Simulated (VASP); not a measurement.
# TiN (Fm-3m) in VASP: relaxation of cell and atoms with PBEsol

Aim: the relaxation of cell and atoms of TiN with PBEsol.

Program: VASP 6.6.1. These are calculated values, not measurements. Logs are shortened: lines on timing, memory, paths and dates and some standing lists are left out, and cuts for length are marked.

## 1. The cell of the first run

Symmetry: Fm-3m, No. 225, cubic system. The conventional cell has a = 4.238 Å, b = 4.238 Å, c = 4.238 Å, α = 90.00°, β = 90.00°, γ = 90.00°. Ti (site symmetry m-3m) has 6 N at 2.12 Å within 2.8 Å. N (site symmetry m-3m) has 6 Ti at 2.12 Å within 2.8 Å.

## 2. Relaxation of cell and atoms, PBEsol

File INCAR:

```
  PREC = Accurate
  ENCUT = 600
  EDIFF = 1E-6
  ISMEAR = 0
  SIGMA = 0.1
  LREAL = F
  LASPH = T
  NELM = 100
  ALGO = Normal
  ISIF = 3
  LWAVE = F
  LCHARG = F
  GGA = PS
  IBRION = 2
  NSW = 100
  EDIFFG = -0.005
```

File KPOINTS:

```
regular mesh
0
Gamma
  18 18 18
```

File POSCAR:

```
TiN
1.0
    0.0000000000      2.1190000000      2.1190000000
    2.1190000000      0.0000000000      2.1190000000
    2.1190000000      2.1190000000      0.0000000000
Ti N
1 1
Direct
    0.0000000000      0.0000000000      0.0000000000
    0.5000000000      0.5000000000      0.5000000000
```

Potentials or basis: VASP PAW PBE potentials, release 64 (Ti_sv, N).

Launch:

```bash
$ cat potpaw_PBE.64/Ti_sv/POTCAR potpaw_PBE.64/N/POTCAR > POTCAR
$ mpirun -np 1 vasp_std > vasp.out
```

OUTCAR:

```text
PREC = Accurate
   ENCUT = 600
   EDIFF = 1E-6
   ISMEAR = 0
   LREAL = F
   LASPH = T
   NELM = 100
   ISIF = 3
   GGA = PS
   IBRION = 2
   NSW = 100
   EDIFFG = -0.005

 ion  position               nearest neighbor table
   1  0.000  0.000  0.000-   2 2.12   2 2.12   2 2.12   2 2.12   2 2.12   2 2.12
   2  0.500  0.500  0.500-   1 2.12   1 2.12   1 2.12   1 2.12   1 2.12   1 2.12

  LATTYP: Found a face centered cubic cell.
 ALAT       =     4.2380000000

  Lattice vectors:

 A1 = (   0.0000000000,   2.1190000000,   2.1190000000)
 A2 = (   2.1190000000,   0.0000000000,   2.1190000000)
 A3 = (   2.1190000000,   2.1190000000,   0.0000000000)

Analysis of symmetry for initial positions (statically):
=====================================================================
 Subroutine PRICEL returns:
 Original cell was already a primitive cell.

 Routine SETGRP: Setting up the symmetry group for a
 face centered cubic supercell.

 Subroutine GETGRP returns: Found 48 space group operations
 (whereof 48 operations were pure point group operations)
 out of a pool of 48 trial point group operations.

The static configuration has the point symmetry O_h .

Analysis of symmetry for dynamics (positions and initial velocities):
=====================================================================
 Subroutine PRICEL returns:
 Original cell was already a primitive cell.

 Routine SETGRP: Setting up the symmetry group for a
 face centered cubic supercell.

 Subroutine GETGRP returns: Found 48 space group operations
 (whereof 48 operations were pure point group operations)
 out of a pool of 48 trial point group operations.

The dynamic configuration has the point symmetry O_h .

 Subroutine INISYM returns: Found 48 space group operations
 (whereof 48 operations are pure point group operations),
 and found     1 'primitive' translations

----------------------------------------------------------------------------------------

                                     Primitive cell

  volume of cell :      19.0293

  direct lattice vectors                    reciprocal lattice vectors
     0.000000000  2.119000000  2.119000000    -0.235960359  0.235960359  0.235960359
     2.119000000  0.000000000  2.119000000     0.235960359 -0.235960359  0.235960359
     2.119000000  2.119000000  0.000000000     0.235960359  0.235960359 -0.235960359

  length of vectors
     2.996718539  2.996718539  2.996718539     0.408695330  0.408695330  0.408695330

  position of ions in fractional coordinates (direct lattice)
     0.000000000  0.000000000  0.000000000
     0.500000000  0.500000000  0.500000000

  ion indices of the primitive-cell ions
   primitive index   ion index
                 1           1
                 2           2

----------------------------------------------------------------------------------------

 KPOINTS: regular mesh

Automatic generation of k-mesh.
 Grid dimensions read from file:
 generate k-points for:   18   18   18

 Generating k-lattice:

  Cartesian coordinates                     Fractional coordinates (reciprocal lattice)
    -0.013108909  0.013108909  0.013108909     0.055555556  0.000000000  0.000000000
     0.013108909 -0.013108909  0.013108909     0.000000000  0.055555556  0.000000000
     0.013108909  0.013108909 -0.013108909     0.000000000  0.000000000  0.055555556

  Length of vectors
     0.022705296  0.022705296  0.022705296

  Shift w.r.t. Gamma in fractional coordinates (k-lattice)
     0.000000000  0.000000000  0.000000000

 Subroutine IBZKPT returns following result:
 ===========================================

 Found    195 irreducible k-points:

 Following reciprocal coordinates:
            Coordinates               Weight
  0.000000  0.000000  0.000000      1.000000
  0.055556  0.000000  0.000000      8.000000
  0.111111  0.000000  0.000000      8.000000
  0.166667  0.000000  0.000000      8.000000
  0.222222  0.000000  0.000000      8.000000
  0.277778  0.000000  0.000000      8.000000
[... 16 lines left out ...]
 -0.277778  0.055556  0.000000     24.000000
 -0.222222  0.055556  0.000000     24.000000
 [... further k-points ...]
   k-points           NKPTS =    195   k-points in BZ     NKDIM =    195   number of bands    NBANDS=     12
   number of dos      NEDOS =    301   number of ions     NIONS =      2
   total plane-waves  NPLWV =  13824
   dimension x,y,z NGX =    24 NGY =   24 NGZ =   24
   dimension x,y,z NGXF=    48 NGYF=   48 NGZF=   48
   ions per type =               1   1
   NGX,Y,Z   is equivalent  to a cutoff of  13.31, 13.31, 13.31 a.u.
   NGXF,Y,Z  is equivalent  to a cutoff of  26.63, 26.63, 26.63 a.u.
 SYSTEM =  unknown system
   PREC   = accura    normal or accurate (medium, high low for compatibility)
   ISTART =      0    job   : 0-new  1-cont  2-samecut
   ICHARG =      2    charge: 1-file 2-atom 10-const
   ISPIN  =      1    spin polarized calculation?
   LNONCOLLINEAR =      F non collinear calculations
   LSORBIT =      F    spin-orbit coupling
   LASPH  =      T    aspherical Exc in radial PAW
   ENCUT  =  600.0 eV  44.10 Ry    6.64 a.u.   5.99  5.99  5.99*2*pi/ulx,y,z
   NELM   =    100;   NELMIN=  2; NELMDL= -5     # of ELM steps
   EDIFF  = 0.1E-05   stopping-criterion for ELM
   LREAL  =      F    real-space projection
   EDIFFG = -.5E-02   stopping-criterion for IOM
   NSW    =    100    number of steps for IOM
   IBRION =      2    ionic relax: 0-MD 1-quasi-New 2-CG
   NFREE  =      1    steps in history (QN), initial steepest desc. (CG)
   ISIF   =      3    stress and relaxation
   ISYM   =      2    0-nonsym 1-usesym 2-fastsym
   POTIM  = 0.5000    time-step for ionic-motion
   TEBEG  =    0.0;   TEEND  =   0.0 temperature during run
   PSTRESS=    0.0 pullay stress
   NELECT =      17.0000    total number of electrons
   NUPDOWN=      -1.0000    fix difference up-down
   EMIN   =  10.00;   EMAX   =-10.00  energy-range for DOS
   EFERMI =   0.00;   METHOD = LEGACY
   ISMEAR =     0;   SIGMA  =   0.10  broadening in eV -4-tet -1-fermi 0-gaus
   EFERMI_NEDOS =   21; number of points for ismear=-14 and -15
   IALGO  =     38    algorithm
   IMIX   =      4    mixing-type and parameters
     AMIX     =   0.40;   BMIX     =  1.00
     AMIX_MAG =   1.60;   BMIX_MAG =  1.00
  volume/ion in A,a.u.               =       9.51        64.21
  Fermi-wavevector in a.u.,A,eV,Ry     =   1.576704  2.979539 33.824024  2.485996
  Thomas-Fermi vector in A             =   2.677497
   LORBIT       =      0    0 simple, 1 ext, 2 COOP (PROOUT), +10 PAW based schemes
   GGA     = PS    functional components
   LHFCALC =     F    Hartree Fock is set to
   AEXX    =    0.0000 exact exchange contribution
   IVDW    =     0    specifies the selected vdW correction
   LEPSILON=     F    determine dielectric tensor
   LRPA    =     F    only Hartree local field effects (RPA)
 conjugate gradient relaxation of ions
 non-spin polarized calculation
 Gauss-broadening in eV      SIGMA  =   0.10
  energy-cutoff  :      600.00
  volume of cell :       19.03
 maximum number of plane-waves:       650
   NGX = 11   NGY = 11   NGZ = 11

--------------------------------------- Ionic step        1  -------------------------------------------

 number of electron      17.0000001 magnetization

 Free energy of the ion-electron system (eV)
  ---------------------------------------------------
  ext. energy  EPLUGINS =         0.00000000
  ---------------------------------------------------
  free energy    TOTEN  =       -20.77556547 eV

  energy without entropy =      -20.77139489  energy(sigma->0) =      -20.77348018

------------------------ aborting loop because EDIFF is reached ----------------------------------------

  FORCE on cell =-STRESS in cart. coord.  units (eV):
  Direction    XX          YY          ZZ          XY          YZ          ZX
  --------------------------------------------------------------------------------------
  -------------------------------------------------------------------------------------
  Total       -0.7842567     -0.7842567     -0.7842567      0.0000000     -0.0000000      0.0000000
  in kB      -66.0307063    -66.0307063    -66.0307063      0.0000000     -0.0000000      0.0000000
  external PRESSURE =     -66.0307063 kB  Pullay stress =       0.0000000 kB
[... 57 lines left out ...]
  energy  without entropy=      -20.7599282930  energy(sigma->0) =      -20.76183495

--------------------------------------- Ionic step        3  -------------------------------------------

 number of electron      16.9999998 magnetization

 Free energy of the ion-electron system (eV)
  ---------------------------------------------------
  ext. energy  EPLUGINS =         0.00000000
  ---------------------------------------------------
  free energy    TOTEN  =       -20.78460472 eV

  energy without entropy =      -20.78058001  energy(sigma->0) =      -20.78259236

 E-fermi :  11.6546     XC(G=0): -13.3637

 val. band max:       11.6186337509   @ k =  -0.1667   0.1111   0.0000
 cond. band min:      11.6631791833   @ k =   0.4444   0.2222   0.1111
 fundamental gap:      0.0445454324
 Fermi energy:        11.6545678139

 k-point     1 :       0.0000    0.0000    0.0000
  band No.  band energies     occupation
      1     -45.9135      2.00000
      2     -21.9742      2.00000
      3     -21.9742      2.00000
      4     -21.9742      2.00000
      5      -5.5397      2.00000
      6       9.6055      2.00000
      7       9.6055      2.00000
      8       9.6055      2.00000
      9      11.0044      2.00000
     10      11.0044      2.00000
     11      11.0044      2.00000
     12      12.2528      0.00000
[... 331 lines left out ...]
 k-point    24 :      -0.2222    0.0556    0.0000
  band No.  band energies     occupation
      1     -45.8590      2.00000
      2     -22.3263      2.00000
      3     -22.0277      2.00000
      4     -21.9942      2.00000
      5      -4.4404      2.00000
      6       6.0803      2.00000
      7       7.1486      2.00000
      8       7.4705      2.00000
      9      11.8967      0.00062
     10      12.1181      0.00000
     11      12.6257      0.00000
     12      14.7191      0.00000

 [... further k-points ...]

------------------------ aborting loop because EDIFF is reached ----------------------------------------

  FORCE on cell =-STRESS in cart. coord.  units (eV):
  Direction    XX          YY          ZZ          XY          YZ          ZX
  --------------------------------------------------------------------------------------
  -------------------------------------------------------------------------------------
  Total       -0.0040288     -0.0040288     -0.0040288      0.0000000      0.0000000      0.0000000
  in kB       -0.3470238     -0.3470238     -0.3470238      0.0000000      0.0000000      0.0000000
  external PRESSURE =      -0.3470238 kB  Pullay stress =       0.0000000 kB
[... 17 lines left out ...]
  FREE ENERGIE OF THE ION-ELECTRON SYSTEM (eV)
  ---------------------------------------------------
  free  energy   TOTEN  =       -20.7846047153 eV

  energy  without entropy=      -20.7805800110  energy(sigma->0) =      -20.78259236

 reached required accuracy - stopping structural energy minimisation
```

Wall time 43 s (1 thread of Intel Xeon 6975P-C (Granite Rapids), shared host); peak memory 0.19 GiB.

Results:

- Free energy: -20.7846 eV
- Relaxed volume: 9.30 Å³/atom
- Relaxed cell: a = 2.974 Å, b = 2.974 Å, c = 2.974 Å, α = 60.00°, β = 60.00°, γ = 60.00°
- Space group after relaxing (to 0.05 Å): Fm-3m (No. 225)
- Energy gained by relaxing: 4.5 meV/atom
- Ionic steps: 3
- Pressure after relaxing: 0.0 GPa

Step by step:
```tsv
step	energy change (eV)	largest force (eV/Å)	pressure (GPa)	volume (Å³)
1	0.0000	0.0000	-6.60	19.03
2	0.0118	0.0000	10.98	17.97
3	-0.0090	0.0000	-0.03	18.60
```

Final structure:
```cif
data_structure
_symmetry_space_group_name_H-M 'P 1'
_symmetry_Int_Tables_number 1
_cell_length_a 2.9740
_cell_length_b 2.9740
_cell_length_c 2.9740
_cell_angle_alpha 60.000
_cell_angle_beta 60.000
_cell_angle_gamma 60.000
_cell_volume 18.60
loop_
_atom_site_label
_atom_site_type_symbol
_atom_site_fract_x
_atom_site_fract_y
_atom_site_fract_z
_atom_site_occupancy
Ti1 Ti 0.00000 0.00000 0.00000 1
N1 N 0.50000 0.50000 0.50000 1
```

Levels at points of the mesh, in eV from the Fermi level:
```
           k point  band 7  band 8  band 9  band 10  band 11  band 12
(0.00, 0.00, 0.00)   -2.05   -2.05   -0.65    -0.65    -0.65     0.60
(0.50, 0.00, 0.00)   -5.62   -5.62    1.78     1.78     2.48     5.98
(0.50, 0.50, 0.00)   -3.25   -3.25   -3.22     1.72     2.52     2.52
```

Caveat: the PAW data sets were made with another functional, which shifts forces and pressure a little.
